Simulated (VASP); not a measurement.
# LiW (P6_3mc) in VASP: single point with PBE

Aim: the single point of LiW with PBE.

All numbers are computed with VASP 6.6.1; they aren't measurements. Logs are shortened: lines on timing, memory, paths and dates and some standing lists are left out, and cuts for length are marked.

## 1. The cell of the first run

Symmetry: P6_3mc, No. 186, hexagonal system. Conventional cell: a = 3.558 Å, b = 3.558 Å, c = 4.608 Å, α = 90.00°, β = 90.00°, γ = 120.00°. Li (site symmetry 3m) has 6 W at 2.09 to 2.83 Å and 2 Li at 2.30 Å within 2.9 Å. W (site symmetry 3m) has 6 Li at 2.09 to 2.83 Å within 2.9 Å.

## 2. Single point, PBE

INCAR

```
SYSTEM = LiW
PREC = Accurate ; ENCUT = 520
EDIFF = 1E-6 ; ISMEAR = 0
SIGMA = 0.1 ; LREAL = .FALSE.
LASPH = .TRUE. ; NELM = 100
ALGO = Normal ; ISIF = 2
LWAVE = .FALSE. ; LCHARG = .TRUE.
GGA = PE ; LELF = .TRUE.
LVHAR = .TRUE. ; NBANDS = 25
```

KPOINTS

```
regular mesh
0
G
  6 6 4
  0 0 0
```

POSCAR

```
LiW
1.0
    3.5576390900      0.0000000000      0.0000000000
   -1.7788195500      3.0810058300      0.0000000000
    0.0000000000      0.0000000000      4.6076940900
Li W
2 2
Direct
    0.0000000000      0.0000000000      0.0860409200
    0.0000000000      0.0000000000      0.5860409200
    0.3333333300      0.6666666700      0.1639590800
    0.6666666700      0.3333333300      0.6639590800
```

Potentials or basis: VASP PAW PBE potentials, release 64 (Li_sv, W_sv).

Launch:

```
$ cat potpaw_PBE.64/Li_sv/POTCAR potpaw_PBE.64/W_sv/POTCAR > POTCAR
$ mpirun -np 1 vasp_std > vasp.out
```

OUTCAR:

```text
SYSTEM = LiW
   PREC = Accurate
   ENCUT = 520
   EDIFF = 1E-6
   ISMEAR = 0
   LREAL = .FALSE.
   LASPH = .TRUE.
   NELM = 100
   ISIF = 2
   GGA = PE

 ion  position               nearest neighbor table
   1  0.000  0.000  0.086-   3 2.09   3 2.09   3 2.09   2 2.30   2 2.30   4 2.83   4 2.83   4 2.83

   2  0.000  0.000  0.586-   4 2.09   4 2.09   4 2.09   1 2.30   1 2.30   3 2.83   3 2.83   3 2.83

   3  0.333  0.667  0.164-   1 2.09   1 2.09   1 2.09   2 2.83   2 2.83   2 2.83   4 3.09   4 3.09
                             4 3.09   4 3.09   4 3.09   4 3.09
   4  0.667  0.333  0.664-   2 2.09   2 2.09   2 2.09   1 2.83   1 2.83   1 2.83   3 3.09   3 3.09
                             3 3.09   3 3.09   3 3.09   3 3.09

  LATTYP: Found a hexagonal cell.
 ALAT       =     3.5576390900
 C/A-ratio  =     1.2951550097

  Lattice vectors:

 A1 = (   3.5576390900,   0.0000000000,   0.0000000000)
 A2 = (  -1.7788195500,   3.0810058300,   0.0000000000)
 A3 = (   0.0000000000,   0.0000000000,   4.6076940900)

Analysis of symmetry for initial positions (statically):
=====================================================================
 Subroutine PRICEL returns:
 Original cell was already a primitive cell.

 Routine SETGRP: Setting up the symmetry group for a
 hexagonal supercell.

 Subroutine GETGRP returns: Found 12 space group operations
 (whereof  6 operations were pure point group operations)
 out of a pool of 24 trial point group operations.

The static configuration has the point symmetry C_3v.
 The point group associated with its full space group is C_6v.

Analysis of symmetry for dynamics (positions and initial velocities):
=====================================================================
 Subroutine PRICEL returns:
 Original cell was already a primitive cell.

 Routine SETGRP: Setting up the symmetry group for a
 hexagonal supercell.

 Subroutine GETGRP returns: Found 12 space group operations
 (whereof  6 operations were pure point group operations)
 out of a pool of 24 trial point group operations.

The dynamic configuration has the point symmetry C_3v.
 The point group associated with its full space group is C_6v.

 Subroutine INISYM returns: Found 12 space group operations
 (whereof  6 operations are pure point group operations),
 and found     1 'primitive' translations

----------------------------------------------------------------------------------------

                                     Primitive cell

  volume of cell :      50.5054

[... 90 lines left out ...]
   EDIFFG = 0.1E-04   stopping-criterion for IOM
   NSW    =      0    number of steps for IOM
   IBRION =     -1    ionic relax: 0-MD 1-quasi-New 2-CG
   NFREE  =      0    steps in history (QN), initial steepest desc. (CG)
   ISIF   =      2    stress and relaxation
   ISYM   =      2    0-nonsym 1-usesym 2-fastsym
   POTIM  = 0.5000    time-step for ionic-motion
   TEBEG  =    0.0;   TEEND  =   0.0 temperature during run
   PSTRESS=    0.0 pullay stress
   NELECT =      34.0000    total number of electrons
   NUPDOWN=      -1.0000    fix difference up-down
   EMIN   =  10.00;   EMAX   =-10.00  energy-range for DOS
   EFERMI =   0.00;   METHOD = LEGACY
   ISMEAR =     0;   SIGMA  =   0.10  broadening in eV -4-tet -1-fermi 0-gaus
   EFERMI_NEDOS =   21; number of points for ismear=-14 and -15
   IALGO  =     38    algorithm
   IMIX   =      4    mixing-type and parameters
     AMIX     =   0.40;   BMIX     =  1.00
     AMIX_MAG =   1.60;   BMIX_MAG =  1.00
  volume/ion in A,a.u.               =      12.63        85.21
  Fermi-wavevector in a.u.,A,eV,Ry     =   1.434790  2.711361 28.009272  2.058623
  Thomas-Fermi vector in A             =   2.554160
   LORBIT       =      0    0 simple, 1 ext, 2 COOP (PROOUT), +10 PAW based schemes
   GGA     = PE    functional components
   LHFCALC =     F    Hartree Fock is set to
   AEXX    =    0.0000 exact exchange contribution
   IVDW    =     0    specifies the selected vdW correction
   LEPSILON=     F    determine dielectric tensor
   LRPA    =     F    only Hartree local field effects (RPA)
 non-spin polarized calculation
 Gauss-broadening in eV      SIGMA  =   0.10
  energy-cutoff  :      520.00
  volume of cell :       50.51
 maximum number of plane-waves:      1409
 NGX is ok and might be reduce to    28
   NGX = 13   NGY = 13   NGZ = 17

 number of electron      33.9999995 magnetization

 Free energy of the ion-electron system (eV)
  ---------------------------------------------------
  ext. energy  EPLUGINS =         0.00000000
  ---------------------------------------------------
  free energy    TOTEN  =       -20.36058415 eV

  energy without entropy =      -20.34451707  energy(sigma->0) =      -20.35255061

 E-fermi :   8.0021     XC(G=0): -12.0643

 val. band max:        7.9903910099   @ k =   0.3333   0.3333   0.0000
 cond. band min:       8.1353347621   @ k =   0.3333   0.1667   0.5000
 fundamental gap:      0.1449437522
 Fermi energy:         8.0021260454

 k-point     1 :       0.0000    0.0000    0.0000
  band No.  band energies     occupation
      1     -66.0272      2.00000
      2     -65.9912      2.00000
      3     -37.8449      2.00000
      4     -37.7327      2.00000
      5     -30.3260      2.00000
      6     -30.3260      2.00000
[... 577 lines left out ...]
     24      13.0338      0.00000
     25      15.3175      0.00000

------------------------ aborting loop because EDIFF is reached ----------------------------------------

  FORCE on cell =-STRESS in cart. coord.  units (eV):
  Direction    XX          YY          ZZ          XY          YZ          ZX
  --------------------------------------------------------------------------------------
  -------------------------------------------------------------------------------------
  Total       10.9883744     10.9883744     -7.5266566     -0.0000000      0.0000000      0.0000000
  in kB      348.5828235    348.5828236   -238.7671827     -0.0000006      0.0000000      0.0000000
  external PRESSURE =     152.7994881 kB  Pullay stress =       0.0000000 kB

 VOLUME and BASIS-vectors are now :
 -----------------------------------------------------------------------------
  energy-cutoff  :      520.00
  volume of cell :       50.51
      direct lattice vectors                 reciprocal lattice vectors
     3.557639090  0.000000000  0.000000000     0.281085286  0.162284666  0.000000000
    -1.778819550  3.081005830  0.000000000     0.000000000  0.324569331  0.000000000
     0.000000000  0.000000000  4.607694090     0.000000000  0.000000000  0.217028297

 POSITION                                       TOTAL-FORCE (eV/Angst)
 -----------------------------------------------------------------------------------
      0.00000      0.00000      0.39645        -0.000000      0.000000     -1.685733
      0.00000      0.00000      2.70030        -0.000000      0.000000     -1.685733
     -0.00000      2.05400      0.75547        -0.000000      0.000000      1.685733
      1.77882      1.02700      3.05932         0.000000     -0.000000      1.685733
 -----------------------------------------------------------------------------------
    total drift:                                0.000000      0.000000      0.000364

  FREE ENERGIE OF THE ION-ELECTRON SYSTEM (eV)
  ---------------------------------------------------
  free  energy   TOTEN  =       -20.3605841498 eV

  energy  without entropy=      -20.3445170716  energy(sigma->0) =      -20.35255061
```

stdout:

```text
POSCAR found type information on POSCAR LiW
 POSCAR found :  2 types and       4 ions
 scaLAPACK will be used
 LDA part: xc-table for (Slater+PW92), standard interpolation
 POSCAR, INCAR and KPOINTS ok, starting setup
 FFT: planning ... GRIDC
 FFT: planning ... GRID_SOFT
 FFT: planning ... GRID
 WAVECAR not read
 entering main loop
```

It took 19 s on 1 thread of AMD EPYC 9R45 (Zen 5), shared host; peak memory 0.15 GiB.

Results:

```
Free energy            : -20.3606 eV
Largest force          : 1.686 eV/Å
Band gap on the k mesh : zero (bands 17 and 18 overlap by 1.22 eV)
```

Forces on the atoms (eV/Å):
```
Li   0.000  0.000 -1.686
Li   0.000  0.000 -1.686
W    0.000  0.000  1.686
W    0.000  0.000  1.686
```

Caveat: the cutoff is under 1.25 times the usual one of these potentials, so pressure, stress and relaxed cells hold a basis-set (Pulay) error; spin-orbit coupling is left out, which moves the levels of the heavy elements; forces of over 1 eV/Å act on the atoms, so gaps and moduli don't describe the material at rest.

The gap in the log of VASP goes by the Fermi energy; the results here count the filled bands.